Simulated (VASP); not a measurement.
# LuTlBi2O4 (P4/mmm) in VASP: single point with r2SCAN

Aim: the single point of LuTlBi2O4 with r2SCAN.

Everything below comes from runs of VASP 6.6.1. Logs are shortened: lines on timing, memory, paths and dates and some standing lists are left out, and cuts for length are marked.

**1. The cell of the first run**

It takes space group P4/mmm (No. 123, tetragonal). Conventional cell: a = 3.905 Å, b = 3.905 Å, c = 9.045 Å, α = 90.00°, β = 90.00°, γ = 90.00°. Within 4.6 Å of Tl (site symmetry 4/mmm) lie 8 Bi at 3.40 Å and 8 O at 3.70 Å and 4 Tl at 3.90 Å and 2 Lu at 4.52 Å. Within 3.2 Å of Lu (site symmetry 4/mmm) lie 8 O at 2.39 Å. Within 3.0 Å of O (site symmetry 2mm) lie 2 Bi at 2.27 Å and 2 Lu at 2.39 Å and 5 O at 2.75 to 2.76 Å. Bi (site symmetry 4mm) has 4 O at 2.27 Å within 3.0 Å.

**2. Single point, r2SCAN**

File POSCAR:

```
LuTlBi2O4
1.0
    3.9049240000      0.0000000000      0.0000000000
    0.0000000000      3.9049240000      0.0000000000
    0.0000000000      0.0000000000      9.0453040000
Tl Lu O Bi
1 1 4 2
Direct
    0.0000000000      0.0000000000      0.5000000000
    0.0000000000      0.0000000000      0.0000000000
    0.5000000000      0.0000000000      0.8480000000
    0.0000000000      0.5000000000      0.8480000000
    0.5000000000      0.0000000000      0.1520000000
    0.0000000000      0.5000000000      0.1520000000
    0.5000000000      0.5000000000      0.7193000000
    0.5000000000      0.5000000000      0.2807000000
```

File INCAR.step1:

```
  PREC = Accurate
  ENCUT = 520
  ISMEAR = 1
  SIGMA = 0.1186
  LREAL = F
  LASPH = T
  NELM = 100
  NBANDS = 56
  GGA = PE
  ALGO = Normal
  EDIFF = 1E-4
  LWAVE = T
  LCHARG = F
```

File INCAR.step2:

```
  PREC = Accurate
  ENCUT = 520
  EDIFF = 1E-7
  ISMEAR = 1
  SIGMA = 0.1186
  LREAL = F
  LASPH = T
  NELM = 100
  ALGO = Normal
  ISIF = 2
  LWAVE = F
  LCHARG = F
  METAGGA = R2SCAN
  LMIXTAU = T
  NBANDS = 56
  ISTART = 1
```

File KPOINTS:

```
Automatic mesh
0
Gamma
  7 7 3
```

Potentials or basis: VASP PAW PBE potentials, release 64 (Tl_d, Lu, O, Bi_d).

Command:

```sh
> cat potpaw_PBE.64/Tl_d/POTCAR potpaw_PBE.64/Lu/POTCAR potpaw_PBE.64/O/POTCAR potpaw_PBE.64/Bi_d/POTCAR > POTCAR
> cp INCAR.step1 INCAR
> mpirun -np 1 vasp_std > vasp.out
> cp INCAR.step2 INCAR
> mpirun -np 1 vasp_std > vasp.out
```

OUTCAR:

```text
PREC = Accurate
   ENCUT = 520
   EDIFF = 1E-7
   ISMEAR = 1
   LREAL = F
   LASPH = T
   NELM = 100
   ISIF = 2
   METAGGA = R2SCAN
   ISTART = 1

 ion  position               nearest neighbor table
   1  0.000  0.000  0.500-   7 3.40   8 3.40   7 3.40   8 3.40   7 3.40   8 3.40   7 3.40   8 3.40

   2  0.000  0.000  0.000-   3 2.39   4 2.39   5 2.39   6 2.39   4 2.39   6 2.39   3 2.39   5 2.39
                             7 3.75   8 3.75   7 3.75   8 3.75   7 3.75   8 3.75   7 3.75   8 3.75
   3  0.500  0.000  0.848-   7 2.27   7 2.27   2 2.39   2 2.39
   4  0.000  0.500  0.848-   7 2.27   7 2.27   2 2.39   2 2.39
   5  0.500  0.000  0.152-   8 2.27   8 2.27   2 2.39   2 2.39
   6  0.000  0.500  0.152-   8 2.27   8 2.27   2 2.39   2 2.39
   7  0.500  0.500  0.719-   3 2.27   4 2.27   3 2.27   4 2.27   1 3.40   1 3.40   1 3.40   1 3.40
                             2 3.75   2 3.75   2 3.75   2 3.75
   8  0.500  0.500  0.281-   5 2.27   6 2.27   5 2.27   6 2.27   1 3.40   1 3.40   1 3.40   1 3.40
                             2 3.75   2 3.75   2 3.75   2 3.75

  LATTYP: Found a simple tetragonal cell.
 ALAT       =     3.9049240000
 C/A-ratio  =     2.3163841345

  Lattice vectors:

 A1 = (   3.9049240000,   0.0000000000,   0.0000000000)
 A2 = (   0.0000000000,   3.9049240000,   0.0000000000)
 A3 = (   0.0000000000,   0.0000000000,   9.0453040000)

Analysis of symmetry for initial positions (statically):
=====================================================================
 Subroutine PRICEL returns:
 Original cell was already a primitive cell.

 Routine SETGRP: Setting up the symmetry group for a
 simple tetragonal supercell.

 Subroutine GETGRP returns: Found 16 space group operations
 (whereof 16 operations were pure point group operations)
 out of a pool of 16 trial point group operations.

The static configuration has the point symmetry D_4h.

Analysis of symmetry for dynamics (positions and initial velocities):
=====================================================================
 Subroutine PRICEL returns:
 Original cell was already a primitive cell.

 Routine SETGRP: Setting up the symmetry group for a
 simple tetragonal supercell.

 Subroutine GETGRP returns: Found 16 space group operations
 (whereof 16 operations were pure point group operations)
 out of a pool of 16 trial point group operations.

The dynamic configuration has the point symmetry D_4h.

 Subroutine INISYM returns: Found 16 space group operations
 (whereof 16 operations are pure point group operations),
 and found     1 'primitive' translations

----------------------------------------------------------------------------------------

                                     Primitive cell

  volume of cell :     137.9267

  direct lattice vectors                    reciprocal lattice vectors
     3.904924000  0.000000000  0.000000000     0.256086930  0.000000000  0.000000000
     0.000000000  3.904924000  0.000000000     0.000000000  0.256086930  0.000000000
     0.000000000  0.000000000  9.045304000     0.000000000  0.000000000  0.110554604

  length of vectors
     3.904924000  3.904924000  9.045304000     0.256086930  0.256086930  0.110554604

  position of ions in fractional coordinates (direct lattice)
     0.000000000  0.000000000  0.500000000
     0.000000000  0.000000000  0.000000000
     0.500000000  0.000000000  0.848000000
     0.000000000  0.500000000  0.848000000
     0.500000000  0.000000000  0.152000000
     0.000000000  0.500000000  0.152000000
     0.500000000  0.500000000  0.719300000
     0.500000000  0.500000000  0.280700000

  ion indices of the primitive-cell ions
   primitive index   ion index
                 1           1
                 2           2
                 3           3
                 4           4
                 5           5
                 6           6
                 7           7
                 8           8

----------------------------------------------------------------------------------------

 KPOINTS: Automatic mesh

Automatic generation of k-mesh.
 Grid dimensions read from file:
 generate k-points for:    7    7    3

 Generating k-lattice:

  Cartesian coordinates                     Fractional coordinates (reciprocal lattice)
     0.036583847  0.000000000  0.000000000     0.142857143  0.000000000  0.000000000
     0.000000000  0.036583847  0.000000000     0.000000000  0.142857143  0.000000000
     0.000000000  0.000000000  0.036851535     0.000000000  0.000000000  0.333333333

  Length of vectors
     0.036583847  0.036583847  0.036851535

  Shift w.r.t. Gamma in fractional coordinates (k-lattice)
     0.000000000  0.000000000  0.000000000

 Subroutine IBZKPT returns following result:
 ===========================================

 Found     20 irreducible k-points:

 Following reciprocal coordinates:
            Coordinates               Weight
  0.000000  0.000000  0.000000      1.000000
  0.142857  0.000000  0.000000      4.000000
  0.285714  0.000000  0.000000      4.000000
  0.428571  0.000000  0.000000      4.000000
  0.142857  0.142857  0.000000      4.000000
  0.285714  0.142857  0.000000      8.000000
[... 12 lines left out ...]
  0.428571  0.285714  0.333333     16.000000
  0.428571  0.428571  0.333333      8.000000
   k-points           NKPTS =     20   k-points in BZ     NKDIM =     20   number of bands    NBANDS=     56
   number of dos      NEDOS =    301   number of ions     NIONS =      8
   total plane-waves  NPLWV =  63000
   dimension x,y,z NGX =    30 NGY =   30 NGZ =   70
   dimension x,y,z NGXF=    60 NGYF=   60 NGZF=  140
   ions per type =               1   1   4   2
   NGX,Y,Z   is equivalent  to a cutoff of  12.77, 12.77, 12.87 a.u.
   NGXF,Y,Z  is equivalent  to a cutoff of  25.54, 25.54, 25.73 a.u.
 SYSTEM =  unknown system
   PREC   = accura    normal or accurate (medium, high low for compatibility)
   ISTART =      1    job   : 0-new  1-cont  2-samecut
   ICHARG =      0    charge: 1-file 2-atom 10-const
   ISPIN  =      1    spin polarized calculation?
   LNONCOLLINEAR =      F non collinear calculations
   LSORBIT =      F    spin-orbit coupling
   LASPH  =      T    aspherical Exc in radial PAW
   ENCUT  =  520.0 eV  38.22 Ry    6.18 a.u.   7.26  7.26 16.82*2*pi/ulx,y,z
   NELM   =    100;   NELMIN=  2; NELMDL=  0     # of ELM steps
   EDIFF  = 0.1E-06   stopping-criterion for ELM
   LREAL  =      F    real-space projection
   EDIFFG = 0.1E-05   stopping-criterion for IOM
   NSW    =      0    number of steps for IOM
   IBRION =     -1    ionic relax: 0-MD 1-quasi-New 2-CG
   NFREE  =      0    steps in history (QN), initial steepest desc. (CG)
   ISIF   =      2    stress and relaxation
   ISYM   =      2    0-nonsym 1-usesym 2-fastsym
   POTIM  = 0.5000    time-step for ionic-motion
   TEBEG  =    0.0;   TEEND  =   0.0 temperature during run
   PSTRESS=    0.0 pullay stress
   NELECT =      92.0000    total number of electrons
   NUPDOWN=      -1.0000    fix difference up-down
   EMIN   =  10.00;   EMAX   =-10.00  energy-range for DOS
   EFERMI =   0.00;   METHOD = LEGACY
   ISMEAR =     1;   SIGMA  =   0.12  broadening in eV -4-tet -1-fermi 0-gaus
   EFERMI_NEDOS =   21; number of points for ismear=-14 and -15
   IALGO  =     38    algorithm
   IMIX   =      4    mixing-type and parameters
     AMIX     =   0.40;   BMIX     =  1.00
     AMIX_MAG =   1.60;   BMIX_MAG =  1.00
  volume/ion in A,a.u.               =      17.24       116.35
  Fermi-wavevector in a.u.,A,eV,Ry     =   1.430391  2.703046 27.837757  2.046017
  Thomas-Fermi vector in A             =   2.550241
   LORBIT       =      0    0 simple, 1 ext, 2 COOP (PROOUT), +10 PAW based schemes
   METAGGA = R2SCAN    functional components
   LHFCALC =     F    Hartree Fock is set to
   AEXX    =    0.0000 exact exchange contribution
   IVDW    =     0    specifies the selected vdW correction
   LEPSILON=     F    determine dielectric tensor
   LRPA    =     F    only Hartree local field effects (RPA)
 non-spin polarized calculation
 Methfessel and Paxton  Order N= 1 SIGMA  =   0.12
  energy-cutoff  :      520.00
  volume of cell :      137.93
 maximum number of plane-waves:      3731
 NGX is ok and might be reduce to    30
   NGX = 15   NGY = 15   NGZ = 33

 number of electron      91.9999987 magnetization

 Free energy of the ion-electron system (eV)
  ---------------------------------------------------
  ext. energy  EPLUGINS =         0.00000000
  ---------------------------------------------------
  free energy    TOTEN  =      -245.56643655 eV

  energy without entropy =     -245.56284581  energy(sigma->0) =     -245.56523964

 E-fermi :   6.6484     XC(G=0): -11.5573

 val. band max:        6.6008883360   @ k =   0.2857   0.0000   0.3333
 cond. band min:       6.6524948763   @ k =   0.1429   0.1429   0.0000
 fundamental gap:      0.0516065402
 Fermi energy:         6.6483811830

 k-point     1 :       0.0000    0.0000    0.0000
  band No.  band energies     occupation
      1     -50.6004      2.00000
      2     -20.7524      2.00000
      3     -20.6008      2.00000
      4     -20.6008      2.00000
      5     -17.9914      2.00000
      6     -17.9864      2.00000
[... 48 lines left out ...]
     55      12.7019      0.00000
     56      13.3927      0.00000

 k-point     2 :       0.1429    0.0000    0.0000
  band No.  band energies     occupation
      1     -50.6000      2.00000
      2     -20.7409      2.00000
      3     -20.6407      2.00000
      4     -20.5994      2.00000
      5     -17.9771      2.00000
      6     -17.9738      2.00000
[... 48 lines left out ...]
     55      12.4369      0.00000
     56      13.5222      0.00000
[... 1001 lines left out ...]
     55      12.2969      0.00000
     56      12.9131      0.00000

 k-point    20 :       0.4286    0.4286    0.3333
  band No.  band energies     occupation
      1     -50.5961      2.00000
      2     -20.7867      2.00000
      3     -20.7862      2.00000
      4     -20.6341      2.00000
      5     -17.9194      2.00000
      6     -17.9141      2.00000
[... 48 lines left out ...]
     55      12.2057      0.00000
     56      12.2630      0.00000

------------------------ aborting loop because EDIFF is reached ----------------------------------------

  FORCE on cell =-STRESS in cart. coord.  units (eV):
  Direction    XX          YY          ZZ          XY          YZ          ZX
  --------------------------------------------------------------------------------------
  -------------------------------------------------------------------------------------
  Total       -1.4778577     -1.4778577     -1.4904004      0.0000000      0.0000000      0.0000000
  in kB      -17.1670174    -17.1670174    -17.3127160      0.0000000      0.0000000      0.0000000
  external PRESSURE =     -17.2155836 kB  Pullay stress =       0.0000000 kB

 VOLUME and BASIS-vectors are now :
 -----------------------------------------------------------------------------
  energy-cutoff  :      520.00
  volume of cell :      137.93
      direct lattice vectors                 reciprocal lattice vectors
     3.904924000  0.000000000  0.000000000     0.256086930  0.000000000  0.000000000
     0.000000000  3.904924000  0.000000000     0.000000000  0.256086930  0.000000000
     0.000000000  0.000000000  9.045304000     0.000000000  0.000000000  0.110554604

 POSITION                                       TOTAL-FORCE (eV/Angst)
 -----------------------------------------------------------------------------------
      0.00000      0.00000      4.52265         0.000000      0.000000      0.000000
      0.00000      0.00000      0.00000         0.000000      0.000000      0.000000
      1.95246      0.00000      7.67042        -0.000000      0.000000      0.112599
      0.00000      1.95246      7.67042         0.000000      0.000000      0.112599
      1.95246      0.00000      1.37489         0.000000      0.000000     -0.112599
      0.00000      1.95246      1.37489         0.000000     -0.000000     -0.112599
      1.95246      1.95246      6.50629         0.000000      0.000000      1.019237
      1.95246      1.95246      2.53902        -0.000000     -0.000000     -1.019237
 -----------------------------------------------------------------------------------
    total drift:                                0.000000      0.000000      0.000000

  FREE ENERGIE OF THE ION-ELECTRON SYSTEM (eV)
  ---------------------------------------------------
  free  energy   TOTEN  =      -245.5664365465 eV

  energy  without entropy=     -245.5628458142  energy(sigma->0) =     -245.56523964
```

Wall time 13 min (1 thread of Intel Xeon Platinum 8259CL at 2.50GHz (Skylake/Cascade Lake), shared host); peak memory 0.36 GiB.

Results:

| Item | Value |
| --- | --- |
| Free energy | -245.5664 eV |
| Pressure | -1.7 GPa |
| Largest force | 1.019 eV/Å |
| Band gap on the k mesh | zero (bands 46 and 47 overlap by 1.64 eV) |

Forces in eV/Å, atoms in the order of the input:
```
Tl   0.000  0.000  0.000
Lu   0.000  0.000  0.000
O    0.000  0.000  0.113
O    0.000  0.000  0.113
O    0.000  0.000 -0.113
O    0.000  0.000 -0.113
Bi   0.000  0.000  1.019
Bi   0.000  0.000 -1.019
```

Caveat: the PAW data sets were made with another functional, which shifts forces and pressure a little; spin-orbit coupling is left out, which moves the levels of the heavy elements.
